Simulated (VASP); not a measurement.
A run of VASP 6.6.1:

INCAR

```
SYSTEM = Al2B2As
PREC     = Accurate       ! precision mode
ENCUT    = 600            ! plane-wave cutoff, eV
EDIFF    = 1E-6           ! SCF threshold, eV
ISMEAR   = 0              ! smearing method
SIGMA    = 0.1            ! smearing width, eV
LREAL    = .False.        ! projectors in reciprocal space
LASPH    = .True.         ! aspherical terms in the spheres
NELM     = 80             ! most SCF steps
ALGO     = Normal         ! electronic algorithm
ISIF     = 3              ! what is computed and relaxed
LWAVE    = .False.        ! write WAVECAR
LCHARG   = .False.        ! write CHGCAR
GGA      = PE             ! functional
IBRION   = 2              ! ionic algorithm
NSW      = 100            ! ionic steps
EDIFFG   = -0.01          ! ionic threshold
```

KPOINTS

```
Automatic mesh
0
Gamma
  6 6 12
  0 0 0
```

The input POSCAR:

```
Al2B2As
1.0
    7.1224942631      0.0000000000      0.0000000000
    0.0000000000      7.1224942631      0.0000000000
    0.0000000000      0.0000000000      2.9557532817
Al B As
4 4 2
Direct
    0.3730996501      0.8730996501      0.5000000000
    0.1269003499      0.3730996501      0.5000000000
    0.6269003499      0.1269003499      0.5000000000
    0.8730996501      0.6269003499      0.5000000000
    0.1715018513      0.6715018513      0.5000000000
    0.3284981487      0.1715018513      0.5000000000
    0.8284981487      0.3284981487      0.5000000000
    0.6715018513      0.8284981487      0.5000000000
    0.0000000000      0.0000000000      0.0000000000
    0.5000000000      0.5000000000      0.0000000000
```

Potentials or basis: VASP PAW PBE potentials, release 64 (Al, B, As).

Command:

```bash
$ cat potpaw_PBE.64/Al/POTCAR potpaw_PBE.64/B/POTCAR potpaw_PBE.64/As/POTCAR > POTCAR
$ mpirun -np 1 vasp_std > vasp.out
```

Hardware: 1 thread of Intel(R) Xeon(R) Platinum 8488C (Sapphire Rapids) (shared host).

**Question.** Estimate the wall time of this run.

**Answer.** Wall time 11 min on 1 thread of Intel(R) Xeon(R) Platinum 8488C (Sapphire Rapids), with other jobs on the host, peak memory 0.48 GiB. Counts: scf iterations 44, k points 70, ion steps 7.
